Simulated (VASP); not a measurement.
# BiP3 (Pm-3m) in VASP: further runs, part 2 of 2

VASP 6.6.1.

### 3 Single point, PBE

This run uses another cell than the first one, of 19.41 Å³/atom, 0.963 times its volume.

Contents of INCAR:

```
ALGO = Normal ; EDIFF = 1E-7
ENCUT = 520 ; GGA = PE
ISIF = 2 ; ISMEAR = 0
LASPH = T ; LCHARG = T
LELF = T ; LREAL = F
LVHAR = T ; LWAVE = F
NBANDS = 23 ; NELM = 100
PREC = Accurate ; SIGMA = 0.1
```

Contents of KPOINTS:

```
k-points
0
Gamma
  12 12 12
```

Contents of POSCAR:

```
BiP3
1.0
    4.2658635207      0.0000000000      0.0000000000
    0.0000000000      4.2658635207      0.0000000000
    0.0000000000      0.0000000000      4.2658635207
Bi P
1 3
Direct
    0.0000000000      0.0000000000      0.0000000000
    0.0000000000      0.5000000000      0.5000000000
    0.5000000000      0.0000000000      0.5000000000
    0.5000000000      0.5000000000      0.0000000000
```

Potentials or basis: VASP PAW PBE potentials, release 64 (Bi_d, P).

Started as:

```console
cat potpaw_PBE.64/Bi_d/POTCAR potpaw_PBE.64/P/POTCAR > POTCAR
mpirun -np 1 vasp_std > vasp.out
```

OUTCAR:

```text
EDIFF = 1E-7
   ENCUT = 520
   GGA = PE
   ISIF = 2
   ISMEAR = 0
   LASPH = T
   LREAL = F
   NELM = 100
   PREC = Accurate

 ion  position               nearest neighbor table
   1  0.000  0.000  0.000-   2 3.02   3 3.02   4 3.02   2 3.02   3 3.02   2 3.02   4 3.02   2 3.02
                             3 3.02   4 3.02   3 3.02   4 3.02
   2  0.000  0.500  0.500-   1 3.02   1 3.02   1 3.02   1 3.02
   3  0.500  0.000  0.500-   1 3.02   1 3.02   1 3.02   1 3.02
   4  0.500  0.500  0.000-   1 3.02   1 3.02   1 3.02   1 3.02

  LATTYP: Found a simple cubic cell.
 ALAT       =     4.2658635207

  Lattice vectors:

 A1 = (   4.2658635207,   0.0000000000,   0.0000000000)
 A2 = (   0.0000000000,   4.2658635207,   0.0000000000)
 A3 = (   0.0000000000,   0.0000000000,   4.2658635207)

Analysis of symmetry for initial positions (statically):
=====================================================================
 Subroutine PRICEL returns:
 Original cell was already a primitive cell.

 Routine SETGRP: Setting up the symmetry group for a
[... 170 lines left out ...]

  energy without entropy =      -16.73689562  energy(sigma->0) =      -16.74347596

 E-fermi :   8.3819     XC(G=0): -10.8772

 val. band max:        8.3765348834   @ k =   0.5000   0.2500   0.2500
 cond. band min:       8.3840187702   @ k =   0.4167   0.4167   0.0000
 fundamental gap:      0.0074838868
 Fermi energy:         8.3819435251

 k-point     1 :       0.0000    0.0000    0.0000
  band No.  band energies     occupation
      1     -14.9036      2.00000
      2     -14.9036      2.00000
      3     -14.8829      2.00000
      4     -14.8829      2.00000
      5     -14.8829      2.00000
      6      -6.3637      2.00000
[... 613 lines left out ...]
     22      15.5409      0.00000
     23      17.1327      0.00000

 [... further k-points ...]

------------------------ aborting loop because EDIFF is reached ----------------------------------------

  FORCE on cell =-STRESS in cart. coord.  units (eV):
  Direction    XX          YY          ZZ          XY          YZ          ZX
  --------------------------------------------------------------------------------------
  -------------------------------------------------------------------------------------
  Total       -0.0384829     -0.0384829     -0.0384829      0.0000000      0.0000000     -0.0000000
  in kB       -0.7942508     -0.7942508     -0.7942508      0.0000000      0.0000000     -0.0000000
  external PRESSURE =      -0.7942508 kB  Pullay stress =       0.0000000 kB

 VOLUME and BASIS-vectors are now :
 -----------------------------------------------------------------------------
  energy-cutoff  :      520.00
  volume of cell :       77.63
      direct lattice vectors                 reciprocal lattice vectors
     4.265863521  0.000000000  0.000000000     0.234419126  0.000000000  0.000000000
     0.000000000  4.265863521  0.000000000     0.000000000  0.234419126  0.000000000
     0.000000000  0.000000000  4.265863521     0.000000000  0.000000000  0.234419126

 POSITION                                       TOTAL-FORCE (eV/Angst)
 -----------------------------------------------------------------------------------
      0.00000      0.00000      0.00000         0.000000      0.000000      0.000000
      0.00000      2.13293      2.13293         0.000000      0.000000      0.000000
      2.13293      0.00000      2.13293         0.000000      0.000000      0.000000
      2.13293      2.13293      0.00000         0.000000      0.000000      0.000000
 -----------------------------------------------------------------------------------
    total drift:                                0.000000     -0.000000     -0.000000

  FREE ENERGIE OF THE ION-ELECTRON SYSTEM (eV)
  ---------------------------------------------------
  free  energy   TOTEN  =       -16.7500563042 eV

  energy  without entropy=      -16.7368956181  energy(sigma->0) =      -16.74347596
```

It took 40 s on 1 thread of Intel Xeon 6975P-C (Granite Rapids), shared host; peak memory 0.26 GiB.

Results:

```yaml
Free_energy: -16.7501 eV
Pressure: -0.1 GPa
Band_gap_on_the_k_mesh: zero (band 15 reaches 11.10 eV, above the bottom of band 16 at 6.67 eV)
```

Caveat: spin-orbit coupling is left out, which moves the levels of the heavy elements.

### 4 Relaxation of cell and atoms, PBE

Contents of INCAR:

```
SYSTEM = BiP3
PREC = Accurate ; ENCUT = 600
EDIFF = 1E-7 ; ISMEAR = 0
SIGMA = 0.1 ; LREAL = .FALSE.
LASPH = .TRUE. ; NELM = 60
ALGO = Normal ; ISIF = 3
LWAVE = .FALSE. ; LCHARG = .FALSE.
GGA = PE ; IBRION = 2
NSW = 100 ; EDIFFG = -0.01
```

Contents of KPOINTS:

```
Automatic mesh
0
G
  12 12 12
  0 0 0
```

Contents of POSCAR:

```
BiP3
1.0
    4.3194225897      0.0000000000      0.0000000000
    0.0000000000      4.3194225897      0.0000000000
    0.0000000000      0.0000000000      4.3194225897
Bi P
1 3
Direct
    0.0000000000      0.0000000000      0.0000000000
    0.0000000000      0.5000000000      0.5000000000
    0.5000000000      0.0000000000      0.5000000000
    0.5000000000      0.5000000000      0.0000000000
```

Started as:

```console
cat potpaw_PBE.64/Bi_d/POTCAR potpaw_PBE.64/P/POTCAR > POTCAR
mpirun -np 1 vasp_std > vasp.out
```

Wall time 2.5 min (1 thread of Intel Xeon 6975P-C (Granite Rapids), shared host); peak memory 0.31 GiB.

It converged, with:

| Quantity | Value |
| --- | --- |
| Free energy | -16.7508 eV |
| Relaxed volume | 19.40 Å³/atom |
| Relaxed cell | a = 4.265 Å, b = 4.265 Å, c = 4.265 Å, α = 90.00°, β = 90.00°, γ = 90.00° |
| Space group after relaxing (to 0.05 Å) | Pm-3m (No. 221) |
| Energy gained by relaxing | 6.6 meV/atom |
| Ionic steps | 3 |
| Pressure after relaxing | 0.0 GPa |
| Band gap on the k mesh | zero (band 15 reaches 11.10 eV, above the bottom of band 16 at 6.67 eV) |

Step by step:
| step | energy change (eV) | largest force (eV/Å) | pressure (GPa) | volume (Å³) |
| --- | --- | --- | --- | --- |
| 1 | 0.0000 | 0.0000 | -2.73 | 80.59 |
| 2 | -0.0234 | 0.0000 | 1.00 | 76.65 |
| 3 | -0.0263 | 0.0000 | 0.00 | 77.60 |

Final structure:
```
Bi P
1.0
     4.26535    0.00000    0.00000
     0.00000    4.26535    0.00000
     0.00000    0.00000    4.26535
Bi P
1 3
Direct
  0.00000 0.00000 0.00000
  0.00000 0.50000 0.50000
  0.50000 0.00000 0.50000
  0.50000 0.50000 0.00000
```

Levels at points of the mesh, in eV from the Fermi level:
```
           k point  band 13  band 14  band 15  band 16  band 17  band 18
(0.00, 0.00, 0.00)    -0.18    -0.18    -0.18     1.14     1.14     1.14
(0.50, 0.00, 0.00)    -3.42    -1.82    -1.49     0.69     1.39     1.76
(0.50, 0.50, 0.00)    -2.41    -1.73    -1.73    -1.71    -0.84     2.73
(0.50, 0.50, 0.50)    -6.13     2.72     2.72     2.72     3.14     3.14
```

Caveat: spin-orbit coupling is left out, which moves the levels of the heavy elements.

### 5 The runs side by side

```tsv
task	cell	k mesh	cutoff (eV)	gap on the mesh (eV)	pressure (GPa)
single point	a = 4.319 Å, 4 atoms	4 × 4 × 4	520	none	-2.4
single point	a = 4.266 Å, 4 atoms	12 × 12 × 12	520	none	-0.1
relaxation of cell and atoms	relaxed from a = 4.319 Å, 4 atoms	12 × 12 × 12	600	none	0.0
```

Alike in all rows: level PBE; potentials or basis VASP PAW PBE potentials, release 64 (Bi_d, P); no spin polarisation; smearing gaussian 0.1 eV.

Caveats: some runs use coarse meshes; spin-orbit coupling is left out, which moves the levels of the heavy elements.

Total energies depend on the potentials used, so only differences within one code and one set of settings carry meaning.
